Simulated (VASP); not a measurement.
# InSe in VASP: a series of runs, part 2 of 2

VASP 6.6.1. The steps go on from the part before.

**3. Single point, PBE+D3(BJ)**

This run uses another cell than the first one.

The input, INCAR:

```
SYSTEM = InSe
PREC = Accurate
ENCUT = 520
EDIFF = 1E-6
ISMEAR = 0
SIGMA = 0.02
LREAL = .FALSE.
LASPH = .TRUE.
NELM = 100
ALGO = Normal
ISIF = 2
LWAVE = .FALSE.
LCHARG = .TRUE.
LDIPOL = .TRUE.
IDIPOL = 3
DIPOL = 0.5 0.5 0.500
GGA = PE
IVDW = 12
LELF = .TRUE.
LVHAR = .TRUE.
LVACPOTAV = .TRUE.
NBANDS = 27
```

The input, KPOINTS:

```
regular mesh
0
G
  9 9 1
  0 0 0
```

The input, POSCAR:

```
InSe
1.0
    4.0270000000      0.0000000000      0.0000000000
   -2.0135000000      3.4874843010      0.0000000000
    0.0000000000      0.0000000000     36.7199571806
Se In
2 2
Direct
    0.0000000000      0.0000000000      0.4314266711
    0.0000000000      0.0000000000      0.5685455674
    0.6666666667      0.3333333333      0.4644104082
    0.6666666667      0.3333333333      0.5355618847
```

Potentials or basis: VASP PAW PBE potentials, release 64 (Se, In_d).

The run is started by

```
$ cat potpaw_PBE.64/Se/POTCAR potpaw_PBE.64/In_d/POTCAR > POTCAR
$ mpirun -np 1 vasp_std > vasp.out
```

OUTCAR:

```text
SYSTEM = InSe
   PREC = Accurate
   ENCUT = 520
   EDIFF = 1E-6
   ISMEAR = 0
   LREAL = .FALSE.
   LASPH = .TRUE.
   NELM = 100
   ISIF = 2
   GGA = PE
   IVDW = 12
 IVDW          = 12

 ion  position               nearest neighbor table
   1  0.000  0.000  0.431-   3 2.62   3 2.62   3 2.62
   2  0.000  0.000  0.569-   4 2.62   4 2.62   4 2.62
   3  0.667  0.333  0.464-   4 2.61   1 2.62   1 2.62   1 2.62
   4  0.667  0.333  0.536-   3 2.61   2 2.62   2 2.62   2 2.62

  LATTYP: Found a hexagonal cell.
 ALAT       =     4.0270000000
 C/A-ratio  =     9.1184398263

  Lattice vectors:

 A1 = (   4.0270000000,   0.0000000000,   0.0000000000)
 A2 = (  -2.0135000000,   3.4874843010,   0.0000000000)
 A3 = (   0.0000000000,   0.0000000000,  36.7199571806)

Analysis of symmetry for initial positions (statically):
=====================================================================
 Subroutine PRICEL returns:
 Original cell was already a primitive cell.

 Routine SETGRP: Setting up the symmetry group for a
 hexagonal supercell.

 Subroutine GETGRP returns: Found 12 space group operations
 (whereof  6 operations were pure point group operations)
 out of a pool of 24 trial point group operations.

The static configuration has the point symmetry C_3v.
 The point group associated with its full space group is D_3h.

Analysis of symmetry for dynamics (positions and initial velocities):
=====================================================================
 Subroutine PRICEL returns:
 Original cell was already a primitive cell.

 Routine SETGRP: Setting up the symmetry group for a
 hexagonal supercell.

 Subroutine GETGRP returns: Found 12 space group operations
 (whereof  6 operations were pure point group operations)
 out of a pool of 24 trial point group operations.

The dynamic configuration has the point symmetry C_3v.
 The point group associated with its full space group is D_3h.

 Subroutine INISYM returns: Found 12 space group operations
 (whereof  6 operations are pure point group operations),
[... 113 lines left out ...]
   LHFCALC =     F    Hartree Fock is set to
   AEXX    =    0.0000 exact exchange contribution
   IVDW    =    12    specifies the selected vdW correction
   LEPSILON=     F    determine dielectric tensor
   LRPA    =     F    only Hartree local field effects (RPA)
 non-spin polarized calculation
 Gauss-broadening in eV      SIGMA  =   0.02
  energy-cutoff  :      520.00
  volume of cell :      515.70
 maximum number of plane-waves:     13981
 NGX is ok and might be reduce to    30
   NGX = 15   NGY = 15   NGZ =137

 dipolmoment           0.000000      0.000000      0.000000 electrons x Angstroem

 number of electron      37.9999995 magnetization

 dipolmoment           0.000000      0.000000     -0.000012 electrons x Angstroem

 Free energy of the ion-electron system (eV)
  ---------------------------------------------------
  ext. energy  EPLUGINS =         0.00000000
  ---------------------------------------------------
  free energy    TOTEN  =       -14.00547331 eV

  energy without entropy =      -14.00547331  energy(sigma->0) =      -14.00547331

 E-fermi :  -3.5619     XC(G=0):  -2.2748

 val. band max:       -3.7156023866   @ k =   0.1111   0.0000   0.0000
 cond. band min:      -2.2308484988   @ k =   0.0000   0.0000   0.0000
 fundamental gap:      1.4847538878
 Fermi energy:        -3.5618633323

 k-point     1 :       0.0000    0.0000    0.0000
  band No.  band energies     occupation
      1     -18.1683      2.00000
      2     -17.8562      2.00000
      3     -17.8562      2.00000
      4     -17.7086      2.00000
      5     -17.7086      2.00000
      6     -17.6821      2.00000
[... 349 lines left out ...]
     26       4.1020      0.00000
     27       4.2068      0.00000

------------------------ aborting loop because EDIFF is reached ----------------------------------------

 vacuum level on the upper side and lower side of the slab       (xc-potential included)        -0.100        -0.100

 Edisp (eV)   -0.92355

 E8    (eV) :    -0.4469

  FORCE on cell =-STRESS in cart. coord.  units (eV):
  Direction    XX          YY          ZZ          XY          YZ          ZX
  --------------------------------------------------------------------------------------
  -------------------------------------------------------------------------------------
  Total       1.32619     1.32619     4.93334     0.00000     0.00000     0.00000
  in kB       4.12023     4.12023    15.32695     0.00000     0.00000     0.00000
  external pressure =        7.86 kB  Pullay stress =        0.00 kB

 VOLUME and BASIS-vectors are now :
 -----------------------------------------------------------------------------
  energy-cutoff  :      520.00
  volume of cell :      515.70
      direct lattice vectors                 reciprocal lattice vectors
     4.027000000  0.000000000  0.000000000     0.248323814  0.143369821  0.000000000
    -2.013500000  3.487484301  0.000000000     0.000000000  0.286739642  0.000000000
     0.000000000  0.000000000 36.719957181     0.000000000  0.000000000  0.027233147

 POSITION                                       TOTAL-FORCE (eV/Angst)
 -----------------------------------------------------------------------------------
      0.00000      0.00000     15.84197         0.000000     -0.000000     -0.615805
      0.00000      0.00000     20.87697         0.000000     -0.000000      0.615805
      2.01350      1.16249     17.05313        -0.000000      0.000000     -0.709146
      2.01350      1.16249     19.66581        -0.000000     -0.000000      0.709146
 -----------------------------------------------------------------------------------
    total drift:                               -0.000000      0.000000     -0.001475

  FREE ENERGIE OF THE ION-ELECTRON SYSTEM (eV)
  ---------------------------------------------------
  free  energy   TOTEN  =       -14.9290206080 eV

  energy  without entropy=      -14.9290206080  energy(sigma->0) =      -14.92902061

 vacuum level on the upper side and lower side of the slab         2.107         2.107
```

OSZICAR:

```text
N       E                     dE             d eps       ncg     rms          rms(c)
DAV:   1     0.292705917528E+03    0.29271E+03   -0.14395E+04   744   0.104E+03
DAV:   2     0.197762555005E+02   -0.27293E+03   -0.26684E+03   781   0.260E+02
DAV:   3    -0.133304932859E+02   -0.33107E+02   -0.32885E+02   845   0.113E+02
[... 14 lines left out ...]
DAV:  18    -0.140054598450E+02   -0.11777E-04   -0.31151E-07   574   0.204E-03    0.497E-04
DAV:  19    -0.140054674628E+02   -0.76179E-05   -0.96824E-08   568   0.299E-03    0.309E-04
DAV:  20    -0.140054713188E+02   -0.38559E-05   -0.14128E-07   557   0.193E-03    0.286E-04
DAV:  21    -0.140054729222E+02   -0.16034E-05   -0.33511E-08   562   0.114E-03    0.150E-04
DAV:  22    -0.140054733085E+02   -0.38634E-06   -0.67422E-09   521   0.803E-04
   1 F= -.14929021E+02 E0= -.14929021E+02  d E =-.181967E-28
```

stdout:

```text
POSCAR found type information on POSCAR SeIn
 POSCAR found :  2 types and       4 ions
 scaLAPACK will be used
 LDA part: xc-table for (Slater+PW92), standard interpolation
 POSCAR, INCAR and KPOINTS ok, starting setup
 FFT: planning ... GRIDC
 FFT: planning ... GRID_SOFT
 FFT: planning ... GRID
 WAVECAR not read
 entering main loop
```

Run time: 5.3 min. Hardware: 1 thread of Intel Xeon Platinum 8375C at 2.90GHz (Ice Lake), shared host; peak memory 0.63 GiB.

Results:

```yaml
Free_energy: -14.9290 eV
Largest_force: 0.709 eV/Å
Band_gap_on_the_k_mesh: 1.48 eV (least direct gap 1.57 eV)
Dispersion_energy_per_atom: -0.231 eV
Ionisation_potential_of_the_upper_face: 5.82 eV
```

Forces in eV/Å, atoms in the order of the input:
```
Se   0.000  0.000 -0.616
Se   0.000  0.000  0.616
In   0.000  0.000 -0.709
In   0.000  0.000  0.709
```

Levels at points of the mesh, in eV from the valence-band top:
```tsv
k point	band 16	band 17	band 18	band 19	band 20	band 21	band 22	band 23
(0.00, 0.00, 0.00)	-0.79	-0.68	-0.68	-0.08	1.48	2.65	4.66	4.66
```

Caveat: spin-orbit coupling is left out, which moves the levels of the heavy elements.

**4. Single point, PBE+D3(BJ)**

This run uses another cell than the first one.

The input, INCAR:

```
  PREC = Accurate
  ENCUT = 520
  EDIFF = 1E-7
  ISMEAR = 0
  SIGMA = 0.02
  LREAL = False
  LASPH = True
  NELM = 80
  ALGO = Normal
  ISIF = 2
  LWAVE = False
  LCHARG = False
  LDIPOL = True
  IDIPOL = 3
  DIPOL = 0.5 0.5 0.500
  GGA = PE
  IVDW = 12
  NBANDS = 27
```

The input, KPOINTS:

```
regular mesh
0
Gamma
  9 9 1
```

The input, POSCAR:

```
InSe
1.0
    4.0270000000      0.0000000000      0.0000000000
   -2.0135000000      3.4874843010      0.0000000000
    0.0000000000      0.0000000000     36.7199571806
Se In
2 2
Direct
    0.0000000000      0.0000000000      0.4282403929
    0.0000000000      0.0000000000      0.5717318456
    0.6666666667      0.3333333333      0.4627570385
    0.6666666667      0.3333333333      0.5372152569
```

The run is started by

```
$ cat potpaw_PBE.64/Se/POTCAR potpaw_PBE.64/In_d/POTCAR > POTCAR
$ mpirun -np 1 vasp_std > vasp.out
```

It took 5.6 min on 1 thread of Intel Xeon Platinum 8375C at 2.90GHz (Ice Lake), shared host; peak memory 0.6 GiB.

The run converged. Its results:

| Property | Result |
| --- | --- |
| Free energy | -15.0729 eV |
| Largest force | 0.208 eV/Å |
| Band gap on the k mesh | 1.59 eV (least direct gap 1.66 eV) |
| Dispersion energy per atom | -0.225 eV |

Forces in eV/Å, atoms in the order of the input:
```
Se   0.000  0.000 -0.208
Se   0.000  0.000  0.208
In   0.000  0.000 -0.144
In   0.000  0.000  0.144
```

Levels at points of the mesh, in eV from the valence-band top:
| k point | band 15 | band 16 | band 17 | band 18 | band 19 | band 20 | band 21 | band 22 | band 23 | band 24 |
| --- | --- | --- | --- | --- | --- | --- | --- | --- | --- | --- |
| (0.00, 0.00, 0.00) | -0.55 | -0.55 | -0.47 | -0.47 | -0.07 | 1.59 | 2.78 | 4.95 | 4.95 | 5.55 |

Caveat: spin-orbit coupling is left out, which moves the levels of the heavy elements.

**5. The runs side by side**

```csv
cell,gap on the mesh (eV),largest force (eV/Å)
"a = 3.960, b = 3.960, c = 36.720 Å, angles 90.0, 90.0, 120.0°, 4 atoms, atomic positions A",1.84,0.40
"a = 4.027, b = 4.027, c = 36.720 Å, angles 90.0, 90.0, 120.0°, 4 atoms, atomic positions B",1.48,0.71
"a = 4.027, b = 4.027, c = 36.720 Å, angles 90.0, 90.0, 120.0°, 4 atoms, atomic positions C",1.59,0.21
```

Alike in all rows: task single point; level PBE+D3(BJ); potentials or basis VASP PAW PBE potentials, release 64 (Se, In_d); no spin polarisation; k mesh 9 × 9 × 1; cutoff (eV) 520; smearing gaussian 0.02 eV.

Caveats: spin-orbit coupling is left out, which moves the levels of the heavy elements.

Total energies depend on the potentials used, so only differences within one code and one set of settings carry meaning.
